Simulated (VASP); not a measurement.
# SiNi3 (Pm-3m) in VASP: further runs

Runs on SiNi3. Level: PBE. Tasks: single point.

Everything below comes from runs of VASP 6.6.1. Logs are shortened: lines on timing, memory, paths and dates and some standing lists are left out, and cuts for length are marked.

### Step 1. The cell of the first run

Symmetry: Pm-3m, No. 221, cubic system. Conventional cell: a = 3.394 Å, b = 3.394 Å, c = 3.394 Å, α = 90.00°, β = 90.00°, γ = 90.00°. Within 3.2 Å of Si (site symmetry m-3m) lie 12 Ni at 2.40 Å. Within 3.2 Å of Ni (site symmetry 4/mmm) lie 4 Si at 2.40 Å and 8 Ni at 2.40 Å.

### Step 2. Single point, PBE, collinear spin, ferromagnetic start (volume scaled by 0.88)

The input, INCAR:

```
  PREC = Accurate
  ENCUT = 520
  EDIFF = 1E-6
  ISMEAR = -1
  SIGMA = 0.05
  LREAL = False
  LASPH = True
  NELM = 150
  ALGO = Normal
  ISIF = 2
  LWAVE = False
  LCHARG = False
  ISPIN = 2
  MAGMOM = 0 1.5 1.5 1.5
  LORBIT = 11
  LMAXMIX = 4
  GGA = PE
  NBANDS = 29
```

The input, KPOINTS:

```
regular mesh
0
Gamma
  7 7 7
```

The input, POSCAR:

```
SiNi3
1.0
    3.3942418267      0.0000000000      0.0000000000
    0.0000000000      3.3942418267      0.0000000000
    0.0000000000      0.0000000000      3.3942418267
Si Ni
1 3
Direct
    0.0000000000      0.0000000000      0.0000000000
    0.0000000000      0.5000000000      0.5000000000
    0.5000000000      0.0000000000      0.5000000000
    0.5000000000      0.5000000000      0.0000000000
```

Potentials or basis: VASP PAW PBE potentials, release 64 (Si, Ni).

The run is started by

```bash
$ cat potpaw_PBE.64/Si/POTCAR potpaw_PBE.64/Ni/POTCAR > POTCAR
$ mpirun -np 1 vasp_std > vasp.out
```

OUTCAR:

```text
PREC = Accurate
   ENCUT = 520
   EDIFF = 1E-6
   ISMEAR = -1
   LREAL = False
   LASPH = True
   NELM = 150
   ISIF = 2
   ISPIN = 2
   LORBIT = 11
   GGA = PE

 ion  position               nearest neighbor table
   1  0.000  0.000  0.000-   2 2.40   3 2.40   4 2.40   2 2.40   3 2.40   2 2.40   4 2.40   2 2.40
                             3 2.40   4 2.40   3 2.40   4 2.40
   2  0.000  0.500  0.500-   1 2.40   3 2.40   4 2.40   1 2.40   4 2.40   1 2.40   3 2.40   1 2.40
                             3 2.40   4 2.40   4 2.40   3 2.40
   3  0.500  0.000  0.500-   1 2.40   2 2.40   4 2.40   1 2.40   4 2.40   2 2.40   4 2.40   4 2.40
                             1 2.40   2 2.40   1 2.40   2 2.40
   4  0.500  0.500  0.000-   1 2.40   2 2.40   3 2.40   2 2.40   3 2.40   1 2.40   3 2.40   3 2.40
                             1 2.40   2 2.40   2 2.40   1 2.40

  LATTYP: Found a simple cubic cell.
 ALAT       =     3.3942418267

  Lattice vectors:

 A1 = (   3.3942418267,   0.0000000000,   0.0000000000)
 A2 = (   0.0000000000,   3.3942418267,   0.0000000000)
 A3 = (   0.0000000000,   0.0000000000,   3.3942418267)

Analysis of symmetry for initial positions (statically):
=====================================================================
 Subroutine PRICEL returns:
 Original cell was already a primitive cell.

 Routine SETGRP: Setting up the symmetry group for a
 simple cubic supercell.

 Subroutine GETGRP returns: Found 48 space group operations
 (whereof 48 operations were pure point group operations)
 out of a pool of 48 trial point group operations.

The static configuration has the point symmetry O_h .

Analysis of symmetry for dynamics (positions and initial velocities):
=====================================================================
 Subroutine PRICEL returns:
 Original cell was already a primitive cell.

 Routine SETGRP: Setting up the symmetry group for a
 simple cubic supercell.

 Subroutine GETGRP returns: Found 48 space group operations
 (whereof 48 operations were pure point group operations)
 out of a pool of 48 trial point group operations.

The dynamic configuration has the point symmetry O_h .

Analysis of structural, dynamic, and magnetic symmetry:
=====================================================================
 Subroutine PRICEL returns:
 Original cell was already a primitive cell.
[... 131 lines left out ...]
   LORBIT       =     11    0 simple, 1 ext, 2 COOP (PROOUT), +10 PAW based schemes
   GGA     = PE    functional components
   LHFCALC =     F    Hartree Fock is set to
   AEXX    =    0.0000 exact exchange contribution
   IVDW    =     0    specifies the selected vdW correction
   LEPSILON=     F    determine dielectric tensor
   LRPA    =     F    only Hartree local field effects (RPA)
 spin polarized calculation
  energy-cutoff  :      520.00
  volume of cell :       39.10
 maximum number of plane-waves:      1066
 NGX is ok and might be reduce to    28
   NGX = 13   NGY = 13   NGZ = 13

 number of electron      34.0000027 magnetization      -0.0027981

 number of electron      34.0000027 magnetization       0.0006964

 Free energy of the ion-electron system (eV)
  ---------------------------------------------------
  ext. energy  EPLUGINS =         0.00000000
  ---------------------------------------------------
  free energy    TOTEN  =       -23.39705068 eV

  energy without entropy =      -23.38570158  energy(sigma->0) =      -23.39137613

 E-fermi :  12.1960     XC(G=0): -13.6422

 val. band max:       12.0976650254   @ k =   0.1429   0.1429   0.1429
 cond. band min:      12.2298843969   @ k =   0.0000   0.0000   0.0000
 fundamental gap:      0.1322193715
 Fermi energy:        12.1960046930

 spin component 1

 k-point     1 :       0.0000    0.0000    0.0000
  band No.  band energies     occupation
      1      -0.5391      1.00000
      2       6.6524      1.00000
      3       7.5146      1.00000
      4       7.5146      1.00000
      5       8.1038      1.00000
      6       8.1038      1.00000
[... 629 lines left out ...]
     28      31.8607      0.00000
     29      32.3412      0.00000
 Fermi energy:        12.1960046930

 spin component 2

 k-point     1 :       0.0000    0.0000    0.0000
  band No.  band energies     occupation
      1      -0.5391      1.00000
      2       6.6525      1.00000
      3       7.5146      1.00000
      4       7.5146      1.00000
      5       8.1041      1.00000
      6       8.1041      1.00000
[... 629 lines left out ...]
     28      31.8606      0.00000
     29      32.3412      0.00000

------------------------ aborting loop because EDIFF is reached ----------------------------------------

  FORCE on cell =-STRESS in cart. coord.  units (eV):
  Direction    XX          YY          ZZ          XY          YZ          ZX
  --------------------------------------------------------------------------------------
  -------------------------------------------------------------------------------------
  Total        6.3504153      6.3504153      6.3504153     -0.0000000     -0.0000000      0.0000000
  in kB      260.1862636    260.1862636    260.1862636     -0.0000000     -0.0000000      0.0000000
  external PRESSURE =     260.1862636 kB  Pullay stress =       0.0000000 kB

 VOLUME and BASIS-vectors are now :
 -----------------------------------------------------------------------------
  energy-cutoff  :      520.00
  volume of cell :       39.10
      direct lattice vectors                 reciprocal lattice vectors
     3.394241827  0.000000000  0.000000000     0.294616604  0.000000000  0.000000000
     0.000000000  3.394241827  0.000000000     0.000000000  0.294616604  0.000000000
     0.000000000  0.000000000  3.394241827     0.000000000  0.000000000  0.294616604

 POSITION                                       TOTAL-FORCE (eV/Angst)
 -----------------------------------------------------------------------------------
      0.00000      0.00000      0.00000         0.000000      0.000000      0.000000
      0.00000      1.69712      1.69712         0.000000      0.000000      0.000000
      1.69712      0.00000      1.69712         0.000000      0.000000      0.000000
      1.69712      1.69712      0.00000         0.000000      0.000000      0.000000
 -----------------------------------------------------------------------------------
    total drift:                                0.000000      0.000000      0.000000

  FREE ENERGIE OF THE ION-ELECTRON SYSTEM (eV)
  ---------------------------------------------------
  free  energy   TOTEN  =       -23.3970506782 eV

  energy  without entropy=      -23.3857015798  energy(sigma->0) =      -23.39137613

 total charge

# of ion       s       p       d       tot
------------------------------------------
    1        0.733   0.883   0.000   1.616
    2        0.532   0.679   8.473   9.685
    3        0.532   0.679   8.473   9.685
    4        0.532   0.679   8.473   9.685
--------------------------------------------------
tot          2.330   2.921  25.419  30.671

 magnetization (x)

# of ion       s       p       d       tot
------------------------------------------
    1       -0.000  -0.000   0.000  -0.000
    2       -0.000  -0.000   0.000   0.000
    3       -0.000  -0.000   0.000   0.000
    4       -0.000  -0.000   0.000   0.000
--------------------------------------------------
tot         -0.000  -0.000   0.000   0.000
```

stdout:

```text
POSCAR found type information on POSCAR SiNi
 POSCAR found :  2 types and       4 ions
 scaLAPACK will be used
 LDA part: xc-table for (Slater+PW92), standard interpolation
 POSCAR, INCAR and KPOINTS ok, starting setup
 FFT: planning ... GRIDC
 FFT: planning ... GRID_SOFT
 FFT: planning ... GRID
 WAVECAR not read
 entering main loop
```

It took 33 s on 1 thread of Intel Xeon Platinum 8488C (Sapphire Rapids), shared host; peak memory 0.18 GiB.

Results:

- Free energy: -23.3971 eV
- Pressure: 26.0 GPa
- Band gap on the k mesh: zero (filled and empty bands overlap)
- Net moment: 0.00 μB per cell
- Valence electrons inside the program's atomic spheres: Si 1.62; Ni 9.69

Levels at points of the mesh, in eV from the Fermi level:
Spin up:
```csv
k point,band 15,band 16,band 17,band 18,band 19,band 20
"(0.00, 0.00, 0.00)",-0.73,-0.34,0.03,0.03,0.03,5.77
```
Spin down:
| k point | band 14 | band 15 | band 16 | band 17 | band 18 | band 19 | band 20 | band 21 |
| --- | --- | --- | --- | --- | --- | --- | --- | --- |
| (0.00, 0.00, 0.00) | -0.73 | -0.73 | -0.34 | 0.03 | 0.03 | 0.03 | 5.77 | 6.79 |

Caveat: the starting moments collapsed, and a magnetic state may lie lower.

### Step 3. Single point, PBE, collinear spin, ferromagnetic start (volume scaled by 0.88, start moments a quarter as large)

The input, INCAR:

```
PREC = Accurate ; ENCUT = 520
EDIFF = 1E-6 ; ISMEAR = -1
SIGMA = 0.05 ; LREAL = F
LASPH = T ; NELM = 150
ALGO = Normal ; ISIF = 2
LWAVE = F ; LCHARG = T
ISPIN = 2 ; MAGMOM = 0 0.375 0.375 0.375
LORBIT = 11 ; LMAXMIX = 4
GGA = PE ; LELF = T
LVHAR = T ; NBANDS = 29
```

The input, KPOINTS:

```
Automatic mesh
0
Gamma
  7 7 7
```

POSCAR is that of step 2.

Potentials or basis: VASP PAW PBE potentials, release 64 (Si, Ni).

The run is started by

```bash
$ cat potpaw_PBE.64/Si/POTCAR potpaw_PBE.64/Ni/POTCAR > POTCAR
$ mpirun -np 1 vasp_std > vasp.out
```

OUTCAR:

```text
PREC = Accurate
   ENCUT = 520
   EDIFF = 1E-6
   ISMEAR = -1
   LREAL = F
   LASPH = T
   NELM = 150
   ISIF = 2
   ISPIN = 2
   LORBIT = 11
   GGA = PE

 ion  position               nearest neighbor table
   1  0.000  0.000  0.000-   2 2.40   3 2.40   4 2.40   2 2.40   3 2.40   2 2.40   4 2.40   2 2.40
                             3 2.40   4 2.40   3 2.40   4 2.40
   2  0.000  0.500  0.500-   1 2.40   3 2.40   4 2.40   1 2.40   4 2.40   1 2.40   3 2.40   1 2.40
                             3 2.40   4 2.40   4 2.40   3 2.40
   3  0.500  0.000  0.500-   1 2.40   2 2.40   4 2.40   1 2.40   4 2.40   2 2.40   4 2.40   4 2.40
                             1 2.40   2 2.40   1 2.40   2 2.40
   4  0.500  0.500  0.000-   1 2.40   2 2.40   3 2.40   2 2.40   3 2.40   1 2.40   3 2.40   3 2.40
[... 1510 lines left out ...]

 POSITION                                       TOTAL-FORCE (eV/Angst)
 -----------------------------------------------------------------------------------
      0.00000      0.00000      0.00000         0.000000      0.000000      0.000000
      0.00000      1.69712      1.69712         0.000000      0.000000      0.000000
      1.69712      0.00000      1.69712         0.000000      0.000000      0.000000
      1.69712      1.69712      0.00000         0.000000      0.000000      0.000000
 -----------------------------------------------------------------------------------
    total drift:                                0.000000      0.000000      0.000000

  FREE ENERGIE OF THE ION-ELECTRON SYSTEM (eV)
  ---------------------------------------------------
  free  energy   TOTEN  =       -23.3970507747 eV

  energy  without entropy=      -23.3857014781  energy(sigma->0) =      -23.39137613

 total charge

# of ion       s       p       d       tot
------------------------------------------
    1        0.733   0.883   0.000   1.616
    2        0.532   0.679   8.473   9.685
    3        0.532   0.679   8.473   9.685
    4        0.532   0.679   8.473   9.685
--------------------------------------------------
tot          2.330   2.921  25.419  30.671

 magnetization (x)

# of ion       s       p       d       tot
------------------------------------------
    1       -0.000  -0.000   0.000  -0.000
    2       -0.000  -0.000   0.000   0.000
    3       -0.000  -0.000   0.000   0.000
    4       -0.000  -0.000   0.000   0.000
--------------------------------------------------
tot         -0.000  -0.000   0.000   0.000
```

OSZICAR:

```text
N       E                     dE             d eps       ncg     rms          rms(c)
DAV:   1     0.207571963668E+03    0.20757E+03   -0.14589E+04  2456   0.159E+03
DAV:   2    -0.124420644343E+02   -0.22001E+03   -0.20341E+03  2325   0.305E+02
DAV:   3    -0.269247157030E+02   -0.14483E+02   -0.13791E+02  2631   0.939E+01
DAV:   4    -0.271819051302E+02   -0.25719E+00   -0.25668E+00  2609   0.124E+01
DAV:   5    -0.271888904956E+02   -0.69854E-02   -0.69849E-02  2726   0.180E+00    0.220E+01
DAV:   6    -0.263332006711E+02    0.85569E+00   -0.21450E+01  2800   0.870E+01    0.154E+01
DAV:   7    -0.235205163748E+02    0.28127E+01   -0.77536E+00  2858   0.475E+01    0.499E+00
DAV:   8    -0.234083230638E+02    0.11219E+00   -0.19893E-01  3286   0.478E+00    0.135E+00
DAV:   9    -0.233986040639E+02    0.97190E-02   -0.11045E-02  3500   0.106E+00    0.497E-01
DAV:  10    -0.233974228238E+02    0.11812E-02   -0.76418E-04  2761   0.265E-01    0.274E-01
DAV:  11    -0.233970447626E+02    0.37806E-03   -0.14119E-04  3615   0.176E-01    0.804E-02
DAV:  12    -0.233970547886E+02   -0.10026E-04   -0.55229E-05  2683   0.626E-02    0.325E-02
DAV:  13    -0.233970510252E+02    0.37635E-05   -0.38423E-06  2816   0.322E-02    0.112E-02
DAV:  14    -0.233970507747E+02    0.25049E-06   -0.69299E-07  1690   0.738E-03
   1 F= -.23397051E+02 E0= -.23391376E+02  d E =-.113493E-01  mag=    -0.0001
```

stdout:

```text
POSCAR found type information on POSCAR SiNi
 POSCAR found :  2 types and       4 ions
 scaLAPACK will be used
 LDA part: xc-table for (Slater+PW92), standard interpolation
 POSCAR, INCAR and KPOINTS ok, starting setup
 FFT: planning ... GRIDC
 FFT: planning ... GRID_SOFT
 FFT: planning ... GRID
 WAVECAR not read
 entering main loop
```

It took 35 s on 1 thread of Intel Xeon Platinum 8488C (Sapphire Rapids), shared host; peak memory 0.18 GiB.

Results:

```
Free energy                                           : -23.3971 eV
Pressure                                              : 26.0 GPa
Band gap on the k mesh                                : zero (filled and empty bands overlap)
Net moment                                            : 0.00 μB per cell
Valence electrons inside the program's atomic spheres : Si 1.62; Ni 9.69
```

(Continued in part 2 of 2.)
